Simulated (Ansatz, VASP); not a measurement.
**Two plane-wave programs on BiAs2**

INCAR

```
PREC = Accurate
ENCUT = 520
EDIFF = 1E-6
ISMEAR = 0
SIGMA = 0.1
LREAL = False
LASPH = True
NELM = 100
ALGO = Normal
ISIF = 2
LWAVE = False
LCHARG = True
GGA = PE
LELF = True
LVHAR = True
NBANDS = 34
```

File KPOINTS:

```
regular mesh
0
Gamma
  4 4 4
```

POSCAR

```
BiAs2
1.0
    0.0000000000      4.1792064218      4.1792064218
    4.1792064218      0.0000000000      4.1792064218
    4.1792064218      4.1792064218      0.0000000000
Bi As
2 4
Direct
    0.0000000000      0.0000000000      0.0000000000
    0.2500000000      0.2500000000      0.2500000000
    0.6250000000      0.6250000000      0.6250000000
    0.1250000000      0.6250000000      0.6250000000
    0.6250000000      0.6250000000      0.1250000000
    0.6250000000      0.1250000000      0.6250000000
```

Input for Ansatz:

```yaml
crystal:
  lattice:
    - [0.0, 4.1792064218, 4.1792064218]
    - [4.1792064218, 0.0, 4.1792064218]
    - [4.1792064218, 4.1792064218, 0.0]
  atoms:
    - { symbol: Bi, position: [0.0, 0.0, 0.0] }
    - { symbol: Bi, position: [0.25, 0.25, 0.25] }
    - { symbol: As, position: [0.625, 0.625, 0.625] }
    - { symbol: As, position: [0.125, 0.625, 0.625] }
    - { symbol: As, position: [0.625, 0.625, 0.125] }
    - { symbol: As, position: [0.625, 0.125, 0.625] }
basis:
  ecutwfc: 420
kpoints:
  mp_grid: { grid: [4, 4, 4] }
hamiltonian:
  xc: pbe
scf:
  occupations: { method: gaussian, width: 0.1 }
  lower_state_search: "off"
output:
  forces: true
  stress: true
  eigenvalues: true
```

Alike in both runs: task single point; functional PBE; k mesh 4 × 4 × 4; occupations gaussian, width 0.1 eV; no spin polarisation.

|  | VASP | Ansatz |
| --- | --- | --- |
| version | VASP 6.6.1 | Ansatz 0.2.0 |
| potentials or method | VASP PAW PBE potentials, release 64 (Bi_d, As), cutoff 520 eV | scalar-relativistic, plane waves, PAW |
| valence electrons in the cell | 50 | 90 |

|  | VASP | Ansatz | Ansatz less VASP |
| --- | --- | --- | --- |
| gap on the k mesh at the Fermi level (eV) | none | none | - |
| pressure (GPa) | -2.6 | -2.7 | -0.04 |

A gap of «none» marks a metal or a gap that the smearing closes. VASP's potentials hold 50 valence electrons a cell and Ansatz's 90, so a difference there can come from the potentials and not from the codes.

Neither program's run includes spin-orbit coupling.
